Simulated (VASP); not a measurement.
# NbAl6W (Fm-3m) in VASP: a series of runs

Runs on NbAl6W. Level: PBE. Tasks: single point, relaxation of cell and atoms.

All numbers are computed with VASP 6.6.1; they aren't measurements. Logs are shortened: lines on timing, memory, paths and dates and some standing lists are left out, and cuts for length are marked.

## Step 1: The cell of the first run

Symmetry: Fm-3m, No. 225, cubic system. Conventional cell: a = 8.061 Å, b = 8.061 Å, c = 8.061 Å, α = 90.00°, β = 90.00°, γ = 90.00°. Al (site symmetry 4mm) has 1 W at 2.00 Å and 1 Nb at 2.03 Å within 2.7 Å. Nb (site symmetry m-3m) has 6 Al at 2.03 Å within 2.7 Å. W (site symmetry m-3m) has 6 Al at 2.00 Å within 2.7 Å.

The cell was built from a structure type or drawn by symmetry, and may not be a known phase.

## Step 2: Single point, PBE

The input, INCAR:

```
SYSTEM = NbAl6W
PREC     = Accurate       ! precision mode
ENCUT    = 500            ! plane-wave cutoff, eV
EDIFF    = 1E-6           ! SCF threshold, eV
ISMEAR   = 0              ! smearing method
SIGMA    = 0.1            ! smearing width, eV
LREAL    = .False.        ! projectors in reciprocal space
LASPH    = .True.         ! aspherical terms in the spheres
NELM     = 120            ! most SCF steps
ALGO     = Normal         ! electronic algorithm
ISIF     = 2              ! what is computed and relaxed
LWAVE    = .False.        ! write WAVECAR
LCHARG   = .False.        ! write CHGCAR
GGA      = PE             ! functional
NBANDS   = 32             ! bands
GGA_COMPAT= .False.
```

The input, KPOINTS:

```
Automatic mesh
0
Gamma
  4 4 4
  0 0 0
```

The input, POSCAR:

```
NbAl6W
1.0
    0.0000000000      4.0307259900      4.0307259900
    4.0307259900      0.0000000000      4.0307259900
    4.0307259900      4.0307259900      0.0000000000
Al Nb W
6 1 1
Direct
    0.7513053700      0.2486946300      0.2486946300
    0.2486946300      0.7513053700      0.7513053700
    0.2486946300      0.7513053700      0.2486946300
    0.7513053700      0.2486946300      0.7513053700
    0.2486946300      0.2486946300      0.7513053700
    0.7513053700      0.7513053700      0.2486946300
    0.5000000000      0.5000000000      0.5000000000
    0.0000000000      0.0000000000      0.0000000000
```

Potentials or basis: VASP PAW PBE potentials, release 64 (Al, Nb_sv, W_sv).

On the command line:

```bash
cat potpaw_PBE.64/Al/POTCAR potpaw_PBE.64/Nb_sv/POTCAR potpaw_PBE.64/W_sv/POTCAR > POTCAR
mpirun -np 1 vasp_std > vasp.out
```

OUTCAR:

```text
SYSTEM = NbAl6W
   PREC = Accurate
   ENCUT = 500
   EDIFF = 1E-6
   ISMEAR = 0
   LREAL = .False.
   LASPH = .True.
   NELM = 120
   ISIF = 2
   GGA = PE

 ion  position               nearest neighbor table
   1  0.751  0.249  0.249-   8 2.00   7 2.03   5 2.84   6 2.84   3 2.84   4 2.84   6 2.87   4 2.87
                             3 2.87   5 2.87
   2  0.249  0.751  0.751-   8 2.00   7 2.03   5 2.84   6 2.84   3 2.84   4 2.84   6 2.87   4 2.87
                             3 2.87   5 2.87
   3  0.249  0.751  0.249-   8 2.00   7 2.03   5 2.84   6 2.84   1 2.84   2 2.84   6 2.87   1 2.87
                             2 2.87   5 2.87
   4  0.751  0.249  0.751-   8 2.00   7 2.03   5 2.84   6 2.84   1 2.84   2 2.84   6 2.87   1 2.87
                             2 2.87   5 2.87
   5  0.249  0.249  0.751-   8 2.00   7 2.03   3 2.84   4 2.84   1 2.84   2 2.84   2 2.87   3 2.87
                             4 2.87   1 2.87
   6  0.751  0.751  0.249-   8 2.00   7 2.03   3 2.84   4 2.84   1 2.84   2 2.84   4 2.87   1 2.87
                             2 2.87   3 2.87
   7  0.500  0.500  0.500-   1 2.03   2 2.03   3 2.03   4 2.03   5 2.03   6 2.03
   8  0.000  0.000  0.000-   1 2.00   2 2.00   3 2.00   4 2.00   5 2.00   6 2.00

  LATTYP: Found a face centered cubic cell.
 ALAT       =     8.0614519800

  Lattice vectors:

 A1 = (   0.0000000000,   4.0307259900,   4.0307259900)
 A2 = (   4.0307259900,   0.0000000000,   4.0307259900)
 A3 = (   4.0307259900,   4.0307259900,   0.0000000000)

Analysis of symmetry for initial positions (statically):
=====================================================================
 Subroutine PRICEL returns:
 Original cell was already a primitive cell.

 Routine SETGRP: Setting up the symmetry group for a
 face centered cubic supercell.

 Subroutine GETGRP returns: Found 48 space group operations
 (whereof 48 operations were pure point group operations)
 out of a pool of 48 trial point group operations.

The static configuration has the point symmetry O_h .

Analysis of symmetry for dynamics (positions and initial velocities):
=====================================================================
 Subroutine PRICEL returns:
 Original cell was already a primitive cell.

 Routine SETGRP: Setting up the symmetry group for a
 face centered cubic supercell.

 Subroutine GETGRP returns: Found 48 space group operations
 (whereof 48 operations were pure point group operations)
 out of a pool of 48 trial point group operations.

The dynamic configuration has the point symmetry O_h .

 Subroutine INISYM returns: Found 48 space group operations
 (whereof 48 operations are pure point group operations),
 and found     1 'primitive' translations

----------------------------------------------------------------------------------------

                                     Primitive cell

  volume of cell :     130.9724

  direct lattice vectors                    reciprocal lattice vectors
     0.000000000  4.030725990  4.030725990    -0.124047132  0.124047132  0.124047132
     4.030725990  0.000000000  4.030725990     0.124047132 -0.124047132  0.124047132
     4.030725990  4.030725990  0.000000000     0.124047132  0.124047132 -0.124047132

  length of vectors
     5.700307361  5.700307361  5.700307361     0.214855936  0.214855936  0.214855936

  position of ions in fractional coordinates (direct lattice)
     0.751305370  0.248694630  0.248694630
     0.248694630  0.751305370  0.751305370
     0.248694630  0.751305370  0.248694630
     0.751305370  0.248694630  0.751305370
     0.248694630  0.248694630  0.751305370
     0.751305370  0.751305370  0.248694630
     0.500000000  0.500000000  0.500000000
     0.000000000  0.000000000  0.000000000

  ion indices of the primitive-cell ions
   primitive index   ion index
                 1           1
                 2           2
                 3           3
                 4           4
                 5           5
                 6           6
                 7           7
                 8           8

----------------------------------------------------------------------------------------

 KPOINTS: Automatic mesh

Automatic generation of k-mesh.
 Grid dimensions read from file:
 generate k-points for:    4    4    4

 Generating k-lattice:

  Cartesian coordinates                     Fractional coordinates (reciprocal lattice)
    -0.031011783  0.031011783  0.031011783     0.250000000  0.000000000  0.000000000
     0.031011783 -0.031011783  0.031011783     0.000000000  0.250000000  0.000000000
     0.031011783  0.031011783 -0.031011783     0.000000000  0.000000000  0.250000000

  Length of vectors
     0.053713984  0.053713984  0.053713984

  Shift w.r.t. Gamma in fractional coordinates (k-lattice)
     0.000000000  0.000000000  0.000000000

 Subroutine IBZKPT returns following result:
 ===========================================

 Found      8 irreducible k-points:

 Following reciprocal coordinates:
            Coordinates               Weight
  0.000000  0.000000  0.000000      1.000000
  0.250000  0.000000  0.000000      8.000000
  0.500000  0.000000  0.000000      4.000000
  0.250000  0.250000  0.000000      6.000000
  0.500000  0.250000  0.000000     24.000000
 -0.250000  0.250000  0.000000     12.000000
  0.500000  0.500000  0.000000      3.000000
 -0.250000  0.500000  0.250000      6.000000
   k-points           NKPTS =      8   k-points in BZ     NKDIM =      8   number of bands    NBANDS=     32
   number of dos      NEDOS =    301   number of ions     NIONS =      8
   total plane-waves  NPLWV =  74088
   dimension x,y,z NGX =    42 NGY =   42 NGZ =   42
   dimension x,y,z NGXF=    84 NGYF=   84 NGZF=   84
   ions per type =               6   1   1
   NGX,Y,Z   is equivalent  to a cutoff of  12.25, 12.25, 12.25 a.u.
   NGXF,Y,Z  is equivalent  to a cutoff of  24.50, 24.50, 24.50 a.u.
 SYSTEM =  NbAl6W
   PREC   = accura    normal or accurate (medium, high low for compatibility)
   ISTART =      0    job   : 0-new  1-cont  2-samecut
   ICHARG =      2    charge: 1-file 2-atom 10-const
   ISPIN  =      1    spin polarized calculation?
   LNONCOLLINEAR =      F non collinear calculations
   LSORBIT =      F    spin-orbit coupling
   LASPH  =      T    aspherical Exc in radial PAW
   ENCUT  =  500.0 eV  36.75 Ry    6.06 a.u.  10.39 10.39 10.39*2*pi/ulx,y,z
   NELM   =    120;   NELMIN=  2; NELMDL= -5     # of ELM steps
   EDIFF  = 0.1E-05   stopping-criterion for ELM
   LREAL  =      F    real-space projection
   EDIFFG = 0.1E-04   stopping-criterion for IOM
   NSW    =      0    number of steps for IOM
   IBRION =     -1    ionic relax: 0-MD 1-quasi-New 2-CG
   NFREE  =      0    steps in history (QN), initial steepest desc. (CG)
   ISIF   =      2    stress and relaxation
   ISYM   =      2    0-nonsym 1-usesym 2-fastsym
   POTIM  = 0.5000    time-step for ionic-motion
   TEBEG  =    0.0;   TEEND  =   0.0 temperature during run
   PSTRESS=    0.0 pullay stress
   NELECT =      45.0000    total number of electrons
   NUPDOWN=      -1.0000    fix difference up-down
   EMIN   =  10.00;   EMAX   =-10.00  energy-range for DOS
   EFERMI =   0.00;   METHOD = LEGACY
   ISMEAR =     0;   SIGMA  =   0.10  broadening in eV -4-tet -1-fermi 0-gaus
   EFERMI_NEDOS =   21; number of points for ismear=-14 and -15
   IALGO  =     38    algorithm
   IMIX   =      4    mixing-type and parameters
     AMIX     =   0.40;   BMIX     =  1.00
     AMIX_MAG =   1.60;   BMIX_MAG =  1.00
  volume/ion in A,a.u.               =      16.37       110.48
  Fermi-wavevector in a.u.,A,eV,Ry     =   1.146619  2.166795 17.888051  1.314735
  Thomas-Fermi vector in A             =   2.283302
   LORBIT       =      0    0 simple, 1 ext, 2 COOP (PROOUT), +10 PAW based schemes
   GGA     = PE    functional components
   LHFCALC =     F    Hartree Fock is set to
   AEXX    =    0.0000 exact exchange contribution
   IVDW    =     0    specifies the selected vdW correction
   LEPSILON=     F    determine dielectric tensor
   LRPA    =     F    only Hartree local field effects (RPA)
 non-spin polarized calculation
 Gauss-broadening in eV      SIGMA  =   0.10
  energy-cutoff  :      500.00
  volume of cell :      130.97
 maximum number of plane-waves:      3383
 NGX is ok and might be reduce to    42
   NGX = 21   NGY = 21   NGZ = 21

 number of electron      45.0000003 magnetization

 Free energy of the ion-electron system (eV)
  ---------------------------------------------------
  ext. energy  EPLUGINS =         0.00000000
  ---------------------------------------------------
  free energy    TOTEN  =       -16.50156501 eV

  energy without entropy =      -16.47818499  energy(sigma->0) =      -16.48987500

 E-fermi :   7.3407     XC(G=0): -10.2974

 val. band max:        7.3062474288   @ k =   0.2500   0.0000   0.0000
 cond. band min:       7.3993717292   @ k =  -0.2500   0.5000   0.2500
 fundamental gap:      0.0931243003
 Fermi energy:         7.3407257920

 k-point     1 :       0.0000    0.0000    0.0000
  band No.  band energies     occupation
      1     -63.7626      2.00000
      2     -44.7658      2.00000
      3     -28.8701      2.00000
      4     -28.8701      2.00000
      5     -28.8701      2.00000
      6     -21.6560      2.00000
[... 24 lines left out ...]
     31      13.0677      0.00000
     32      13.0677      0.00000

 k-point     2 :       0.2500    0.0000    0.0000
  band No.  band energies     occupation
      1     -63.7626      2.00000
      2     -44.7658      2.00000
      3     -28.8701      2.00000
      4     -28.8700      2.00000
      5     -28.8700      2.00000
      6     -21.6571      2.00000
[... 24 lines left out ...]
     31      12.7368      0.00000
     32      13.7590      0.00000
[... 173 lines left out ...]
     31      13.4583      0.00000
     32      13.5952      0.00000

 k-point     8 :      -0.2500    0.5000    0.2500
  band No.  band energies     occupation
      1     -63.7626      2.00000
      2     -44.7658      2.00000
      3     -28.8703      2.00000
      4     -28.8703      2.00000
      5     -28.8699      2.00000
      6     -21.6574      2.00000
[... 24 lines left out ...]
     31      13.5733      0.00000
     32      13.7273      0.00000

------------------------ aborting loop because EDIFF is reached ----------------------------------------

  FORCE on cell =-STRESS in cart. coord.  units (eV):
  Direction    XX          YY          ZZ          XY          YZ          ZX
  --------------------------------------------------------------------------------------
  -------------------------------------------------------------------------------------
  Total       74.0053228     74.0053228     74.0053228     -0.0000000     -0.0000000     -0.0000000
  in kB      905.3024942    905.3024942    905.3024942     -0.0000000     -0.0000000     -0.0000000
  external PRESSURE =     905.3024942 kB  Pullay stress =       0.0000000 kB

 VOLUME and BASIS-vectors are now :
 -----------------------------------------------------------------------------
  energy-cutoff  :      500.00
  volume of cell :      130.97
      direct lattice vectors                 reciprocal lattice vectors
     0.000000000  4.030725990  4.030725990    -0.124047132  0.124047132  0.124047132
     4.030725990  0.000000000  4.030725990     0.124047132 -0.124047132  0.124047132
     4.030725990  4.030725990  0.000000000     0.124047132  0.124047132 -0.124047132

 POSITION                                       TOTAL-FORCE (eV/Angst)
 -----------------------------------------------------------------------------------
      2.00484      4.03073      4.03073         1.636263      0.000000      0.000000
      6.05661      4.03073      4.03073        -1.636263      0.000000      0.000000
      4.03073      2.00484      4.03073         0.000000      1.636263      0.000000
      4.03073      6.05661      4.03073         0.000000     -1.636263      0.000000
      4.03073      4.03073      2.00484         0.000000      0.000000      1.636263
      4.03073      4.03073      6.05661         0.000000      0.000000     -1.636263
      4.03073      4.03073      4.03073         0.000000     -0.000000      0.000000
      0.00000      0.00000      0.00000         0.000000      0.000000      0.000000
 -----------------------------------------------------------------------------------
    total drift:                                0.000000     -0.000000     -0.000000

  FREE ENERGIE OF THE ION-ELECTRON SYSTEM (eV)
  ---------------------------------------------------
  free  energy   TOTEN  =       -16.5015650057 eV

  energy  without entropy=      -16.4781849886  energy(sigma->0) =      -16.48987500
```

Wall time 80 s (1 thread of Intel Xeon 8259CL, shared host); peak memory 0.26 GiB.

Results:

```yaml
Free_energy: -16.5016 eV
Pressure: 90.5 GPa
Largest_force: 1.636 eV/Å
Band_gap_on_the_k_mesh: zero (an odd number of electrons rules out a gap without spin polarisation)
```

Forces in eV/Å, atoms in the order of the input:
```
Al   1.636  0.000  0.000
Al  -1.636  0.000  0.000
Al   0.000  1.636  0.000
Al   0.000 -1.636  0.000
Al   0.000  0.000  1.636
Al   0.000  0.000 -1.636
Nb   0.000  0.000  0.000
W    0.000  0.000  0.000
```

Levels at points of the mesh, in eV from the Fermi level:
```tsv
k point	band 21	band 22	band 23	band 24	band 25	band 26
(0.00, 0.00, 0.00)	-0.95	-0.71	-0.71	0.54	0.54	0.54
(0.50, 0.00, 0.00)	0.58	0.58	0.59	0.59	0.63	1.34
(0.50, 0.50, 0.00)	-1.00	-0.82	-0.79	2.17	2.17	2.31
```

Caveat: the cell stands under pressure; spin-orbit coupling is left out, which moves the levels of the heavy elements; forces of over 1 eV/Å act on the atoms, so gaps and moduli don't describe the material at rest.

## Step 3: Single point, PBE

This run uses another cell than the first one, of 32.34 Å³/atom.

INCAR: that of step 2 with these lines changed.

```diff
@@ -12,4 +12,6 @@
 LWAVE    = .False.        ! write WAVECAR
-LCHARG   = .False.        ! write CHGCAR
+LCHARG   = .True.         ! write CHGCAR
 GGA      = PE             ! functional
+LELF     = .True.         ! ELF
+LVHAR    = .True.       
 NBANDS   = 32             ! bands
```

KPOINTS is that of step 2.

The input, POSCAR:

```
NbAl6W
1.0
    0.0000000000      5.0574570091      5.0574570091
    5.0574570091      0.0000000000      5.0574570091
    5.0574570091      5.0574570091      0.0000000000
Al Nb W
6 1 1
Direct
    0.7550495476      0.2449504524      0.2449504524
    0.2449504524      0.7550495476      0.7550495476
    0.2449504524      0.7550495476      0.2449504524
    0.7550495476      0.2449504524      0.7550495476
    0.2449504524      0.2449504524      0.7550495476
    0.7550495476      0.7550495476      0.2449504524
    0.5000000000      0.5000000000      0.5000000000
    0.0000000000      0.0000000000      0.0000000000
```

Potentials or basis: VASP PAW PBE potentials, release 64 (Al, Nb_sv, W_sv).

On the command line:

```bash
cat potpaw_PBE.64/Al/POTCAR potpaw_PBE.64/Nb_sv/POTCAR potpaw_PBE.64/W_sv/POTCAR > POTCAR
mpirun -np 1 vasp_std > vasp.out
```

Wall time 4.1 min (1 thread of Intel Xeon 8259CL, shared host); peak memory 0.42 GiB.

It converged, with:

```
Free energy            : -37.1040 eV
Pressure               : -0.1 GPa
Largest force          : 0.004 eV/Å
Band gap on the k mesh : zero (an odd number of electrons rules out a gap without spin polarisation)
```

Forces on the atoms (eV/Å):
```
Al   0.004  0.000  0.000
Al  -0.004  0.000  0.000
Al   0.000  0.004  0.000
Al   0.000 -0.004  0.000
Al   0.000  0.000  0.004
Al   0.000  0.000 -0.004
Nb   0.000  0.000  0.000
W    0.000  0.000  0.000
```

Levels at points of the mesh, in eV from the Fermi level:
```tsv
k point	band 20	band 21	band 22	band 23	band 24	band 25
(0.00, 0.00, 0.00)	-0.65	0.06	0.06	0.06	0.46	0.46
(0.50, 0.00, 0.00)	-0.50	-0.04	-0.04	-0.04	0.12	0.12
(0.50, 0.50, 0.00)	-0.60	-0.08	-0.08	0.50	0.77	0.77
```

Caveat: spin-orbit coupling is left out, which moves the levels of the heavy elements.

(Continued in part 2 of 2.)
